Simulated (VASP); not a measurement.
# InSb (F-43m) in VASP: settings compared

The runs below take InSb through electric field gradients, with PBE, PBEsol, r2SCAN.

Everything below comes from runs of VASP 6.6.1. Logs are shortened: lines on timing, memory, paths and dates and some standing lists are left out, and cuts for length are marked.

**What was measured.**

“Electronic Structure and Epitaxy of CdTe Shells on InSb Nanowires”, 2021, arxiv:2111.05126 quotes, for a bulk crystal of InSb: band gap 0.24 eV.

How close the calculation comes is told below.

## (1) The cell of the first run

Symmetry: F-43m, No. 216, cubic system. The conventional cell has a = 6.521 Å, b = 6.521 Å, c = 6.521 Å, α = 90.00°, β = 90.00°, γ = 90.00°. Within 3.7 Å of In (site symmetry -43m) lie 4 Sb at 2.82 Å. Within 3.7 Å of Sb (site symmetry -43m) lie 4 In at 2.82 Å.

## (2) Electric field gradients, PBE (34.66 Å³/atom)

File INCAR:

```
PREC = Accurate
ENCUT = 520
EDIFF = 1E-8
ISMEAR = -1
SIGMA = 0.03
LREAL = False
LASPH = True
NELM = 80
ALGO = Normal
ISIF = 2
LWAVE = False
LCHARG = False
GGA = PE
LEFG = True
NBANDS = 16
```

File KPOINTS:

```
regular mesh
0
Gamma
  10 10 10
```

File POSCAR:

```
InSb
1.0
    0.0000000000      3.2605516185      3.2605516185
    3.2605516185      0.0000000000      3.2605516185
    3.2605516185      3.2605516185      0.0000000000
In Sb
1 1
Direct
    0.0000000000      0.0000000000      0.0000000000
    0.7500000000      0.7500000000      0.7500000000
```

Potentials or basis: VASP PAW PBE potentials, release 64 (In_d, Sb).

Command:

```sh
> cat potpaw_PBE.64/In_d/POTCAR potpaw_PBE.64/Sb/POTCAR > POTCAR
> mpirun -np 1 vasp_std > vasp.out
```

OUTCAR:

```text
PREC = Accurate
   ENCUT = 520
   EDIFF = 1E-8
   ISMEAR = -1
   LREAL = False
   LASPH = True
   NELM = 80
   ISIF = 2
   GGA = PE

 ion  position               nearest neighbor table
   1  0.000  0.000  0.000-   2 2.82   2 2.82   2 2.82   2 2.82
   2  0.750  0.750  0.750-   1 2.82   1 2.82   1 2.82   1 2.82

  LATTYP: Found a face centered cubic cell.
 ALAT       =     6.5211032370

  Lattice vectors:

 A1 = (   0.0000000000,   3.2605516185,   3.2605516185)
 A2 = (   3.2605516185,   0.0000000000,   3.2605516185)
 A3 = (   3.2605516185,   3.2605516185,   0.0000000000)

Analysis of symmetry for initial positions (statically):
=====================================================================
 Subroutine PRICEL returns:
 Original cell was already a primitive cell.

 Routine SETGRP: Setting up the symmetry group for a
 face centered cubic supercell.

 Subroutine GETGRP returns: Found 24 space group operations
 (whereof 24 operations were pure point group operations)
 out of a pool of 48 trial point group operations.

The static configuration has the point symmetry T_d .

Analysis of symmetry for dynamics (positions and initial velocities):
=====================================================================
 Subroutine PRICEL returns:
 Original cell was already a primitive cell.

 Routine SETGRP: Setting up the symmetry group for a
 face centered cubic supercell.

 Subroutine GETGRP returns: Found 24 space group operations
 (whereof 24 operations were pure point group operations)
 out of a pool of 48 trial point group operations.

The dynamic configuration has the point symmetry T_d .

 Subroutine INISYM returns: Found 24 space group operations
 (whereof 24 operations are pure point group operations),
 and found     1 'primitive' translations

----------------------------------------------------------------------------------------

                                     Primitive cell

  volume of cell :      69.3271

  direct lattice vectors                    reciprocal lattice vectors
     0.000000000  3.260551619  3.260551619    -0.153348285  0.153348285  0.153348285
[... 122 lines left out ...]
   NGX = 17   NGY = 17   NGZ = 17

 number of electron      17.9999994 magnetization

 Free energy of the ion-electron system (eV)
  ---------------------------------------------------
  ext. energy  EPLUGINS =         0.00000000
  ---------------------------------------------------
  free energy    TOTEN  =        -6.92836201 eV

  energy without entropy =       -6.92821175  energy(sigma->0) =       -6.92828688

 E-fermi :   4.9273     XC(G=0):  -8.6026

 val. band max:        4.9017331248   @ k =   0.0000   0.0000   0.0000
 cond. band min:       5.4062724558   @ k =   0.5000   0.0000   0.0000
 fundamental gap:      0.5045393309
 Fermi energy:         4.9272874392

 k-point     1 :       0.0000    0.0000    0.0000
  band No.  band energies     occupation
      1      -9.6632      2.00000
      2      -9.6632      2.00000
      3      -9.6632      2.00000
      4      -9.5833      2.00000
      5      -9.5833      2.00000
      6      -5.6939      2.00000
[... 433 lines left out ...]
      3      -9.6316      2.00000
      4      -9.5958      2.00000
      5      -9.5770      2.00000
      6      -4.3709      2.00000
[... 8 lines left out ...]
     15      14.4648      0.00000
     16      14.9079      0.00000

 [... further k-points ...]

------------------------ aborting loop because EDIFF is reached ----------------------------------------

  FORCE on cell =-STRESS in cart. coord.  units (eV):
  Direction    XX          YY          ZZ          XY          YZ          ZX
  --------------------------------------------------------------------------------------
  -------------------------------------------------------------------------------------
  Total        0.9307072      0.9307072      0.9307072     -0.0000000      0.0000000      0.0000000
  in kB       21.5090105     21.5090105     21.5090105     -0.0000000      0.0000000      0.0000000
  external PRESSURE =      21.5090105 kB  Pullay stress =       0.0000000 kB

 VOLUME and BASIS-vectors are now :
 -----------------------------------------------------------------------------
  energy-cutoff  :      520.00
  volume of cell :       69.33
      direct lattice vectors                 reciprocal lattice vectors
     0.000000000  3.260551619  3.260551619    -0.153348285  0.153348285  0.153348285
     3.260551619  0.000000000  3.260551619     0.153348285 -0.153348285  0.153348285
     3.260551619  3.260551619  0.000000000     0.153348285  0.153348285 -0.153348285

 POSITION                                       TOTAL-FORCE (eV/Angst)
 -----------------------------------------------------------------------------------
      0.00000      0.00000      0.00000        -0.000000     -0.000000     -0.000000
      4.89083      4.89083      4.89083         0.000000      0.000000      0.000000
 -----------------------------------------------------------------------------------
    total drift:                                0.000000      0.000000      0.000000

  FREE ENERGIE OF THE ION-ELECTRON SYSTEM (eV)
  ---------------------------------------------------
  free  energy   TOTEN  =        -6.9283620112 eV

  energy  without entropy=       -6.9282117457  energy(sigma->0) =       -6.92828688

 Electric field gradients (V/A^2)
---------------------------------------------------------------------
 ion       V_xx      V_yy      V_zz      V_xy      V_xz      V_yz
---------------------------------------------------------------------
   1       0.000     0.000     0.000     0.002     0.002     0.002
   2       0.000     0.000     0.000    -0.000    -0.000    -0.000
---------------------------------------------------------------------

 Electric field gradients after diagonalization (V/A^2)
 (convention: |V_zz| > |V_xx| > |V_yy|)
----------------------------------------------------------------------
 ion       V_xx      V_yy      V_zz     asymmetry (V_yy - V_xx)/ V_zz
----------------------------------------------------------------------
   1      -0.002    -0.002     0.004       0.000
   2       0.000     0.000    -0.000       0.000
----------------------------------------------------------------------

           NMR quadrupolar parameters

 Cq : quadrupolar parameter    Cq=e*Q*V_zz/h
 eta: asymmetry parameters     (V_yy - V_xx)/ V_zz
 Q  : nuclear electric quadrupole moment in mb (millibarn)
----------------------------------------------------------------------
 ion       Cq(MHz)       eta       Q (mb)
----------------------------------------------------------------------
   1       0.000       0.000       1.000
   2      -0.000       0.000       1.000
----------------------------------------------------------------------
```

OSZICAR:

```text
N       E                     dE             d eps       ncg     rms          rms(c)
DAV:   1     0.116382550628E+03    0.11638E+03   -0.79669E+03  1504   0.112E+03
DAV:   2     0.714284156349E+00   -0.11567E+03   -0.11201E+03  1712   0.287E+02
DAV:   3    -0.680265037365E+01   -0.75169E+01   -0.74935E+01  1928   0.744E+01
DAV:   4    -0.702235440408E+01   -0.21970E+00   -0.21966E+00  1888   0.147E+01
DAV:   5    -0.703470088157E+01   -0.12346E-01   -0.12346E-01  2272   0.286E+00    0.405E+00
DAV:   6    -0.693934286140E+01    0.95358E-01   -0.15256E-01  2184   0.588E+00    0.235E+00
DAV:   7    -0.692657738347E+01    0.12765E-01   -0.66691E-02  2064   0.237E+00    0.616E-01
DAV:   8    -0.692762100947E+01   -0.10436E-02   -0.74676E-03  1928   0.982E-01    0.250E-01
DAV:   9    -0.692826891959E+01   -0.64791E-03   -0.92804E-04  1856   0.255E-01    0.750E-02
DAV:  10    -0.692831705720E+01   -0.48138E-04   -0.49191E-05  2056   0.472E-02    0.375E-02
DAV:  11    -0.692836035364E+01   -0.43296E-04   -0.77435E-05  1752   0.559E-02    0.237E-02
DAV:  12    -0.692836175320E+01   -0.13996E-05   -0.13020E-06  1904   0.752E-03    0.628E-03
DAV:  13    -0.692836217693E+01   -0.42373E-06   -0.14303E-06  1776   0.774E-03    0.360E-03
DAV:  14    -0.692836200249E+01    0.17444E-06   -0.48127E-08  2136   0.119E-03    0.113E-03
DAV:  15    -0.692836201117E+01   -0.86741E-08   -0.84586E-09  1440   0.560E-04
   1 F= -.69283620E+01 E0= -.69282869E+01  d E =-.150265E-03
```

stdout:

```text
POSCAR found type information on POSCAR InSb
 POSCAR found :  2 types and       2 ions
 scaLAPACK will be used
 LDA part: xc-table for (Slater+PW92), standard interpolation
 POSCAR, INCAR and KPOINTS ok, starting setup
 FFT: planning ... GRIDC
 FFT: planning ... GRID_SOFT
 FFT: planning ... GRID
 WAVECAR not read
 entering main loop
ion   1

ion   2
```

Wall time 1.7 min (1 thread of Intel Xeon 8259CL, shared host); peak memory 0.23 GiB.

Results:

```
Free energy                             : -6.9284 eV
Pressure                                : 2.2 GPa
Band gap on the k mesh                  : zero (filled and empty bands touch)
Largest electric field gradient by atom : zero within the noise of the run
```

Caveat: semilocal functionals underestimate gaps, so a narrow gap can read as zero; spin-orbit coupling is left out, which moves the levels of the heavy elements.

## (3) Electric field gradients, PBE (36.02 Å³/atom)

This run uses another cell than the first one, of 36.02 Å³/atom.

File INCAR:

```
SYSTEM = InSb
PREC     = Accurate       ! precision mode
ENCUT    = 520            ! plane-wave cutoff, eV
EDIFF    = 1E-8           ! SCF threshold, eV
ISMEAR   = -1             ! smearing method
SIGMA    = 0.03           ! smearing width, eV
LREAL    = .False.        ! projectors in reciprocal space
LASPH    = .True.         ! aspherical terms in the spheres
NELM     = 80             ! most SCF steps
ALGO     = Normal         ! electronic algorithm
ISIF     = 2              ! what is computed and relaxed
LWAVE    = .False.        ! write WAVECAR
LCHARG   = .False.        ! write CHGCAR
GGA      = PE             ! functional
LEFG     = .True.       
NBANDS   = 16             ! bands
```

File KPOINTS:

```
regular mesh
0
Gamma
  10 10 10
  0 0 0
```

File POSCAR:

```
InSb
1.0
    0.0000000000      3.3026278931      3.3026278931
    3.3026278931      0.0000000000      3.3026278931
    3.3026278931      3.3026278931      0.0000000000
In Sb
1 1
Direct
    0.0000000000      0.0000000000      0.0000000000
    0.7500000000      0.7500000000      0.7500000000
```

Potentials or basis: VASP PAW PBE potentials, release 64 (In_d, Sb).

Command:

```sh
> cat potpaw_PBE.64/In_d/POTCAR potpaw_PBE.64/Sb/POTCAR > POTCAR
> mpirun -np 1 vasp_std > vasp.out
```

OUTCAR:

```text
SYSTEM = InSb
   PREC = Accurate
   ENCUT = 520
   EDIFF = 1E-8
   ISMEAR = -1
   LREAL = .False.
   LASPH = .True.
   NELM = 80
   ISIF = 2
   GGA = PE

 ion  position               nearest neighbor table
   1  0.000  0.000  0.000-   2 2.86   2 2.86   2 2.86   2 2.86
   2  0.750  0.750  0.750-   1 2.86   1 2.86   1 2.86   1 2.86

  LATTYP: Found a face centered cubic cell.
 ALAT       =     6.6052557862

  Lattice vectors:

 A1 = (   0.0000000000,   3.3026278931,   3.3026278931)
 A2 = (   3.3026278931,   0.0000000000,   3.3026278931)
[... 667 lines left out ...]
  ---------------------------------------------------
  free  energy   TOTEN  =        -6.9506904734 eV

  energy  without entropy=       -6.9505319467  energy(sigma->0) =       -6.95061121

 Electric field gradients (V/A^2)
---------------------------------------------------------------------
 ion       V_xx      V_yy      V_zz      V_xy      V_xz      V_yz
---------------------------------------------------------------------
   1       0.000    -0.000    -0.000     0.002     0.002     0.002
   2       0.000     0.000    -0.000     0.000     0.000     0.000
---------------------------------------------------------------------

 Electric field gradients after diagonalization (V/A^2)
 (convention: |V_zz| > |V_xx| > |V_yy|)
----------------------------------------------------------------------
 ion       V_xx      V_yy      V_zz     asymmetry (V_yy - V_xx)/ V_zz
----------------------------------------------------------------------
   1      -0.002    -0.002     0.005       0.000
   2      -0.000    -0.000     0.000       0.000
----------------------------------------------------------------------

           NMR quadrupolar parameters

 Cq : quadrupolar parameter    Cq=e*Q*V_zz/h
 eta: asymmetry parameters     (V_yy - V_xx)/ V_zz
 Q  : nuclear electric quadrupole moment in mb (millibarn)
----------------------------------------------------------------------
 ion       Cq(MHz)       eta       Q (mb)
----------------------------------------------------------------------
   1       0.000       0.000       1.000
   2       0.000       0.000       1.000
----------------------------------------------------------------------
```

OSZICAR:

```text
N       E                     dE             d eps       ncg     rms          rms(c)
DAV:   1     0.112005954465E+03    0.11201E+03   -0.78737E+03  1504   0.110E+03
DAV:   2     0.245065364824E+00   -0.11176E+03   -0.10845E+03  1688   0.275E+02
DAV:   3    -0.683755311282E+01   -0.70826E+01   -0.70581E+01  1936   0.718E+01
DAV:   4    -0.703942842799E+01   -0.20188E+00   -0.20184E+00  1856   0.142E+01
DAV:   5    -0.704987237356E+01   -0.10444E-01   -0.10444E-01  2304   0.265E+00    0.380E+00
DAV:   6    -0.695945671602E+01    0.90416E-01   -0.15065E-01  2160   0.565E+00    0.220E+00
DAV:   7    -0.694878860551E+01    0.10668E-01   -0.62148E-02  2024   0.222E+00    0.594E-01
DAV:   8    -0.694994178524E+01   -0.11532E-02   -0.71208E-03  2008   0.936E-01    0.220E-01
DAV:   9    -0.695057197362E+01   -0.63019E-03   -0.84413E-04  1864   0.248E-01    0.718E-02
DAV:  10    -0.695064303871E+01   -0.71065E-04   -0.55366E-05  2032   0.492E-02    0.328E-02
DAV:  11    -0.695068884164E+01   -0.45803E-04   -0.80932E-05  1712   0.565E-02    0.218E-02
DAV:  12    -0.695069001904E+01   -0.11774E-05   -0.13280E-06  1952   0.789E-03    0.668E-03
DAV:  13    -0.695069075878E+01   -0.73973E-06   -0.16109E-06  1744   0.816E-03    0.454E-03
DAV:  14    -0.695069046407E+01    0.29470E-06   -0.85936E-08  2240   0.154E-03    0.129E-03
DAV:  15    -0.695069047342E+01   -0.93466E-08   -0.13383E-08  1696   0.653E-04
   1 F= -.69506905E+01 E0= -.69506112E+01  d E =-.158527E-03
```

It took 1.8 min on 1 thread of Intel Xeon 8259CL, shared host; peak memory 0.23 GiB.

Results:

- Free energy: -6.9507 eV
- Pressure: 0.5 GPa
- Band gap on the k mesh: zero (filled and empty bands touch)
- Largest electric field gradient by atom: zero within the noise of the run

Levels at points of the mesh, in eV from the Fermi level:
| k point | band 6 | band 7 | band 8 | band 9 | band 10 | band 11 | band 12 | band 13 |
| --- | --- | --- | --- | --- | --- | --- | --- | --- |
| (0.00, 0.00, 0.00) | -10.39 | -0.54 | -0.03 | -0.03 | -0.03 | 2.94 | 2.94 | 2.94 |
| (0.50, 0.00, 0.00) | -9.17 | -5.39 | -0.95 | -0.95 | 0.41 | 3.77 | 3.77 | 6.09 |
| (0.50, 0.50, 0.00) | -8.63 | -5.70 | -2.10 | -2.10 | 1.33 | 1.42 | 7.78 | 7.78 |

Caveat: semilocal functionals underestimate gaps, so a narrow gap can read as zero; spin-orbit coupling is left out, which moves the levels of the heavy elements.

[end of part 1 of 2]
